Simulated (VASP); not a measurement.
Wanted: the native input for a VASP 6.6.1 run.

* Task: single point
* Functional: PBE
* Potentials or basis: VASP PAW PBE potentials, release 64 (Fe, O)
* Cutoff: 600 eV
* k mesh: 8 × 8 × 8
* Occupations: gaussian, width 0.05 eV
* Spin: collinear spin, ferromagnetic start
* Starting moments: [4.11, 0.14] μB
* Hubbard terms: Fe d U = 8.0 eV
* Dipole correction: no
* Further INCAR settings: ALGO = Normal; EDIFF = 1e-06; NBANDS = 18

The structure of FeO lies in POSCAR:

```
FeO
1.0
    0.0000000000      2.1554001600      2.1554001600
    2.1554001600      0.0000000000      2.1554001600
    2.1554001600      2.1554001600      0.0000000000
Fe O
1 1
Direct
    0.0000000000      0.0000000000      0.0000000000
    0.5000000000      0.5000000000      0.5000000000
```

One way to write it, as run:

INCAR

```
SYSTEM = FeO
PREC = Accurate ; ENCUT = 600
EDIFF = 1E-6 ; ISMEAR = 0
SIGMA = 0.05 ; LREAL = .False.
LASPH = .True. ; NELM = 200
ALGO = Normal ; ISIF = 2
LWAVE = .False. ; LCHARG = .True.
ISPIN = 2 ; MAGMOM = 4.11 0.14
LORBIT = 11 ; LMAXMIX = 4
LDAU = .True. ; LDAUTYPE = 2
LDAUL = 2 -1 ; LDAUU = 8 0
LDAUJ = 0 0 ; LDAUPRINT = 1
GGA = PE ; LELF = .True.
LVHAR = .True. ; NBANDS = 18
GGA_COMPAT = .False.
```

KPOINTS

```
regular mesh
0
Gamma
  8 8 8
  0 0 0
```

Potentials or basis: VASP PAW PBE potentials, release 64 (Fe, O).

The run is started by

```bash
$ cat potpaw_PBE.64/Fe/POTCAR potpaw_PBE.64/O/POTCAR > POTCAR
$ mpirun -np 1 vasp_std > vasp.out
```

It gave:

```yaml
Pressure: -3.2 GPa
Band_gap_on_the_k_mesh: zero (filled and empty bands overlap)
Net_moment: 4.00 μB per cell
Site_moments: Fe +4.01; O +0.12 μB
Valence_electrons_inside_the_program's_atomic_spheres: Fe 6.78; O 5.02
```

Caveat: a cell with one magnetic atom can't hold antiferromagnetic order, which such compounds often take.

It took 23 s on 1 thread of Intel(R) Xeon(R) Platinum 8259CL CPU @ 2.50GHz (Skylake/Cascade Lake), with other jobs on the host, peak memory 0.16 GiB.
